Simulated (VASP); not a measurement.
# CuGe4 in VASP: a series of runs

The runs below take CuGe4 through single point, with PBE+D3(BJ).

Everything below comes from runs of VASP 6.6.1. Logs are shortened: lines on timing, memory, paths and dates and some standing lists are left out, and cuts for length are marked.

## (1) The cell of the first run

The cell holds a slab with vacuum, 5 atoms: a = 4.030 Å, b = 4.030 Å, c = 21.598 Å, α = 90.00°, β = 90.00°, γ = 120.00°.

## (2) Single point, PBE+D3(BJ)

INCAR

```
SYSTEM = CuGe4
ALGO = Normal
DIPOL = 0.5 0.5 0.328
EDIFF = 1E-6
ENCUT = 520
GGA = PE
IDIPOL = 3
ISIF = 2
ISMEAR = 0
IVDW = 12
LASPH = .TRUE.
LCHARG = .FALSE.
LDIPOL = .TRUE.
LREAL = .FALSE.
LWAVE = .FALSE.
NBANDS = 42
NELM = 80
PREC = Accurate
SIGMA = 0.1
```

KPOINTS

```
k-points
0
G
  9 9 1
  0 0 0
```

POSCAR

```
CuGe4
1.0
    4.0303587907      0.0000000000      0.0000000000
   -2.0151793953      3.4903930991      0.0000000000
    0.0000000000      0.0000000000     21.5984135941
Ge Cu
4 1
Direct
    0.3333333333      0.6666666667      0.1851987871
    0.0000000000      0.0000000000      0.2232892486
    0.0000000000      0.0000000000      0.3443139717
    0.6666666667      0.3333333333      0.3795840634
    1.5555555556      0.5555555556      0.5092232143
```

Potentials or basis: VASP PAW PBE potentials, release 64 (Ge_d, Cu).

Started as:

```console
$ cat potpaw_PBE.64/Ge_d/POTCAR potpaw_PBE.64/Cu/POTCAR > POTCAR
$ mpirun -np 1 vasp_std > vasp.out
```

OUTCAR:

```text
SYSTEM = CuGe4
   EDIFF = 1E-6
   ENCUT = 520
   GGA = PE
   ISIF = 2
   ISMEAR = 0
   IVDW = 12
   LASPH = .TRUE.
   LREAL = .FALSE.
   NELM = 80
   PREC = Accurate
 IVDW          = 12

 ion  position               nearest neighbor table
   1  0.333  0.667  0.185-   2 2.47   2 2.47   2 2.47
   2  0.000  0.000  0.223-   1 2.47   1 2.47   1 2.47   3 2.61
   3  0.000  0.000  0.344-   4 2.45   4 2.45   4 2.45   2 2.61
   4  0.667  0.333  0.380-   3 2.45   3 2.45   3 2.45
   5  0.556  0.556  0.509-

  LATTYP: Found a hexagonal cell.
 ALAT       =     4.0303587907
 C/A-ratio  =     5.3589307344

  Lattice vectors:

 A1 = (   4.0303587907,   0.0000000000,   0.0000000000)
 A2 = (  -2.0151793953,   3.4903930991,   0.0000000000)
 A3 = (   0.0000000000,   0.0000000000,  21.5984135941)

Analysis of symmetry for initial positions (statically):
=====================================================================
 Subroutine PRICEL returns:
 Original cell was already a primitive cell.

 Routine SETGRP: Setting up the symmetry group for a
 hexagonal supercell.

 Subroutine GETGRP returns: Found  1 space group operations
 (whereof  1 operations were pure point group operations)
 out of a pool of 24 trial point group operations.

The static configuration has the point symmetry C_1 .

Analysis of symmetry for dynamics (positions and initial velocities):
=====================================================================
 Subroutine PRICEL returns:
 Original cell was already a primitive cell.

 Routine SETGRP: Setting up the symmetry group for a
 hexagonal supercell.

 Subroutine GETGRP returns: Found  1 space group operations
 (whereof  1 operations were pure point group operations)
 out of a pool of 24 trial point group operations.

The dynamic configuration has the point symmetry C_1 .

 Subroutine INISYM returns: Found  1 space group operations
 (whereof  1 operations are pure point group operations),
 and found     1 'primitive' translations

----------------------------------------------------------------------------------------

                                     Primitive cell

  volume of cell :     303.8365

  direct lattice vectors                    reciprocal lattice vectors
     4.030358791  0.000000000  0.000000000     0.248116868  0.143250341  0.000000000
    -2.015179395  3.490393099  0.000000000     0.000000000  0.286500681  0.000000000
     0.000000000  0.000000000 21.598413594     0.000000000  0.000000000  0.046299697

  length of vectors
     4.030358791  4.030358791 21.598413594     0.286500681  0.286500681  0.046299697

  position of ions in fractional coordinates (direct lattice)
     0.333333333  0.666666667  0.185198787
     0.000000000  0.000000000  0.223289249
     0.000000000  0.000000000  0.344313972
     0.666666667  0.333333333  0.379584063
     0.555555556  0.555555556  0.509223214

  ion indices of the primitive-cell ions
   primitive index   ion index
                 1           1
                 2           2
                 3           3
                 4           4
                 5           5

----------------------------------------------------------------------------------------

 KPOINTS: k-points

Automatic generation of k-mesh.
 Grid dimensions read from file:
 generate k-points for:    9    9    1

 Generating k-lattice:

  Cartesian coordinates                     Fractional coordinates (reciprocal lattice)
     0.027568541  0.015916705  0.000000000     0.111111111 -0.000000000  0.000000000
     0.000000000  0.031833409  0.000000000     0.000000000  0.111111111  0.000000000
     0.000000000  0.000000000  0.046299697     0.000000000  0.000000000  1.000000000

  Length of vectors
     0.031833409  0.031833409  0.046299697

  Shift w.r.t. Gamma in fractional coordinates (k-lattice)
     0.000000000  0.000000000  0.000000000

 Subroutine IBZKPT returns following result:
 ===========================================

 Found     41 irreducible k-points:

 Following reciprocal coordinates:
            Coordinates               Weight
  0.000000  0.000000  0.000000      1.000000
  0.111111  0.000000  0.000000      2.000000
  0.000000  0.111111  0.000000      2.000000
 -0.111111  0.111111  0.000000      2.000000
  0.222222  0.000000  0.000000      2.000000
  0.000000  0.222222  0.000000      2.000000
[... 16 lines left out ...]
  0.333333  0.111111  0.000000      2.000000
 -0.111111  0.444444  0.000000      2.000000
 [... further k-points ...]
   k-points           NKPTS =     41   k-points in BZ     NKDIM =     41   number of bands    NBANDS=     42
   number of dos      NEDOS =    301   number of ions     NIONS =      5
   total plane-waves  NPLWV = 145800
   dimension x,y,z NGX =    30 NGY =   30 NGZ =  162
   dimension x,y,z NGXF=    60 NGYF=   60 NGZF=  324
   ions per type =               4   1
   NGX,Y,Z   is equivalent  to a cutoff of  12.37, 12.37, 12.47 a.u.
   NGXF,Y,Z  is equivalent  to a cutoff of  24.75, 24.75, 24.94 a.u.
 SYSTEM =  CuGe4
   PREC   = accura    normal or accurate (medium, high low for compatibility)
   ISTART =      0    job   : 0-new  1-cont  2-samecut
   ICHARG =      2    charge: 1-file 2-atom 10-const
   ISPIN  =      1    spin polarized calculation?
   LNONCOLLINEAR =      F non collinear calculations
   LSORBIT =      F    spin-orbit coupling
   LASPH  =      T    aspherical Exc in radial PAW
   ENCUT  =  520.0 eV  38.22 Ry    6.18 a.u.   7.49  7.49 40.16*2*pi/ulx,y,z
   NELM   =     80;   NELMIN=  2; NELMDL= -5     # of ELM steps
   EDIFF  = 0.1E-05   stopping-criterion for ELM
   LREAL  =      F    real-space projection
   EDIFFG = 0.1E-04   stopping-criterion for IOM
   NSW    =      0    number of steps for IOM
   IBRION =     -1    ionic relax: 0-MD 1-quasi-New 2-CG
   NFREE  =      0    steps in history (QN), initial steepest desc. (CG)
   ISIF   =      2    stress and relaxation
   ISYM   =      2    0-nonsym 1-usesym 2-fastsym
   POTIM  = 0.5000    time-step for ionic-motion
   TEBEG  =    0.0;   TEEND  =   0.0 temperature during run
   PSTRESS=    0.0 pullay stress
   NELECT =      67.0000    total number of electrons
   NUPDOWN=      -1.0000    fix difference up-down
   EMIN   =  10.00;   EMAX   =-10.00  energy-range for DOS
   EFERMI =   0.00;   METHOD = LEGACY
   ISMEAR =     0;   SIGMA  =   0.10  broadening in eV -4-tet -1-fermi 0-gaus
   EFERMI_NEDOS =   21; number of points for ismear=-14 and -15
   IALGO  =     38    algorithm
   IMIX   =      4    mixing-type and parameters
     AMIX     =   0.40;   BMIX     =  1.00
     AMIX_MAG =   1.60;   BMIX_MAG =  1.00
  volume/ion in A,a.u.               =      60.77       410.08
  Fermi-wavevector in a.u.,A,eV,Ry     =   0.989054  1.869040 13.309585  0.978227
  Thomas-Fermi vector in A             =   2.120625
   LORBIT       =      0    0 simple, 1 ext, 2 COOP (PROOUT), +10 PAW based schemes
   GGA     = PE    functional components
   LHFCALC =     F    Hartree Fock is set to
   AEXX    =    0.0000 exact exchange contribution
   IVDW    =    12    specifies the selected vdW correction
   LEPSILON=     F    determine dielectric tensor
   LRPA    =     F    only Hartree local field effects (RPA)
 non-spin polarized calculation
 Gauss-broadening in eV      SIGMA  =   0.10
  energy-cutoff  :      520.00
  volume of cell :      303.84
 maximum number of plane-waves:      8229
 NGX is ok and might be reduce to    30
   NGX = 15   NGY = 15   NGZ = 81

 dipolmoment           0.000000      0.000000      0.127699 electrons x Angstroem

 number of electron      67.0000020 magnetization

 dipolmoment           0.000000      0.000000     -0.014191 electrons x Angstroem

 Free energy of the ion-electron system (eV)
  ---------------------------------------------------
  ext. energy  EPLUGINS =         0.00000000
  ---------------------------------------------------
  free energy    TOTEN  =       -18.09261955 eV

  energy without entropy =      -18.06613333  energy(sigma->0) =      -18.07937644

 E-fermi :  -1.3409     XC(G=0):  -4.5693

 val. band max:       -1.3595994272   @ k =   0.3333   0.1111   0.0000
 cond. band min:      -1.3370666186   @ k =   0.2222   0.3333   0.0000
 fundamental gap:      0.0225328085
 Fermi energy:        -1.3408827697

 k-point     1 :       0.0000    0.0000    0.0000
  band No.  band energies     occupation
      1     -25.7704      2.00000
      2     -25.7692      2.00000
      3     -25.7426      2.00000
      4     -25.7150      2.00000
      5     -25.7112      2.00000
      6     -25.6790      2.00000
[... 34 lines left out ...]
     41       2.8247      0.00000
     42       2.8253      0.00000

 k-point     2 :       0.1111    0.0000    0.0000
  band No.  band energies     occupation
      1     -25.7746      2.00000
      2     -25.7731      2.00000
      3     -25.7436      2.00000
      4     -25.7094      2.00000
      5     -25.7065      2.00000
      6     -25.6798      2.00000
[... 34 lines left out ...]
     41       2.8124      0.00000
     42       3.3619      0.00000

 k-point     3 :       0.0000    0.1111    0.0000
  band No.  band energies     occupation
      1     -25.7752      2.00000
      2     -25.7724      2.00000
      3     -25.7436      2.00000
      4     -25.7099      2.00000
      5     -25.7062      2.00000
      6     -25.6795      2.00000
[... 34 lines left out ...]
     41       2.8090      0.00000
     42       3.3497      0.00000

 k-point     4 :      -0.1111    0.1111    0.0000
  band No.  band energies     occupation
      1     -25.7754      2.00000
      2     -25.7724      2.00000
      3     -25.7439      2.00000
      4     -25.7092      2.00000
      5     -25.7066      2.00000
      6     -25.6801      2.00000
[... 844 lines left out ...]
     41       3.6903      0.00000
     42       3.9503      0.00000

 k-point    23 :       0.3333    0.1111    0.0000
  band No.  band energies     occupation
      1     -25.7898      2.00000
      2     -25.7817      2.00000
      3     -25.7509      2.00000
      4     -25.6998      2.00000
      5     -25.6883      2.00000
      6     -25.6786      2.00000
[... 34 lines left out ...]
     41       4.0077      0.00000
     42       4.3056      0.00000

 k-point    24 :      -0.1111    0.4444    0.0000
  band No.  band energies     occupation
      1     -25.7887      2.00000
      2     -25.7826      2.00000
      3     -25.7523      2.00000
      4     -25.6985      2.00000
      5     -25.6875      2.00000
      6     -25.6784      2.00000
[... 34 lines left out ...]
     41       3.9011      0.00000
     42       4.4389      0.00000

 [... further k-points ...]

------------------------ aborting loop because EDIFF is reached ----------------------------------------

 vacuum level on the upper side and lower side of the slab       (xc-potential included)        -0.237         0.002

 Edisp (eV)   -1.18393

 E8    (eV) :    -0.5457

  FORCE on cell =-STRESS in cart. coord.  units (eV):
  Direction    XX          YY          ZZ          XY          YZ          ZX
  --------------------------------------------------------------------------------------
  -------------------------------------------------------------------------------------
  Total      -1.52535    -1.39452    -3.04517     0.33111    -0.52064     0.63845
  in kB      -8.04338    -7.35353   -16.05764     1.74599    -2.74542     3.36663
  external pressure =      -10.48 kB  Pullay stress =        0.00 kB

 VOLUME and BASIS-vectors are now :
 -----------------------------------------------------------------------------
  energy-cutoff  :      520.00
  volume of cell :      303.84
      direct lattice vectors                 reciprocal lattice vectors
     4.030358791  0.000000000  0.000000000     0.248116868  0.143250341  0.000000000
    -2.015179395  3.490393099  0.000000000     0.000000000  0.286500681  0.000000000
     0.000000000  0.000000000 21.598413594     0.000000000  0.000000000  0.046299697

 POSITION                                       TOTAL-FORCE (eV/Angst)
 -----------------------------------------------------------------------------------
     -0.00000      2.32693      4.00000         0.034361     -0.038819      0.156319
      0.00000      0.00000      4.82269        -0.039424      0.040588      0.033609
      0.00000      0.00000      7.43664         0.036273     -0.013814     -0.259906
      2.01518      1.16346      8.19841        -0.272155      0.212484      0.938783
      1.11954      1.93911     10.99841         0.240944     -0.200440     -0.868805
 -----------------------------------------------------------------------------------
    total drift:                               -0.000646     -0.001046      0.001168

  FREE ENERGIE OF THE ION-ELECTRON SYSTEM (eV)
  ---------------------------------------------------
  free  energy   TOTEN  =       -19.2765468209 eV

  energy  without entropy=      -19.2500606025  energy(sigma->0) =      -19.26330371

 vacuum level on the upper side and lower side of the slab         2.946         3.198
```

Run time: 18 min. Hardware: 1 thread of Intel Xeon Platinum 8488C (Sapphire Rapids), shared host; peak memory 0.67 GiB.

What came out:

| Property | Result |
| --- | --- |
| Free energy | -19.2765 eV |
| Largest force | 1.000 eV/Å |
| Band gap on the k mesh | zero (an odd number of electrons rules out a gap without spin polarisation) |
| Dispersion energy per atom | -0.237 eV |

Forces in eV/Å, atoms in the order of the input:
```
Ge   0.034 -0.039  0.156
Ge  -0.039  0.041  0.034
Ge   0.036 -0.014 -0.260
Ge  -0.272  0.212  0.939
Cu   0.241 -0.200 -0.869
```

[end of part 1 of 2]

The gap in the log of VASP goes by the Fermi energy; the results here count the filled bands.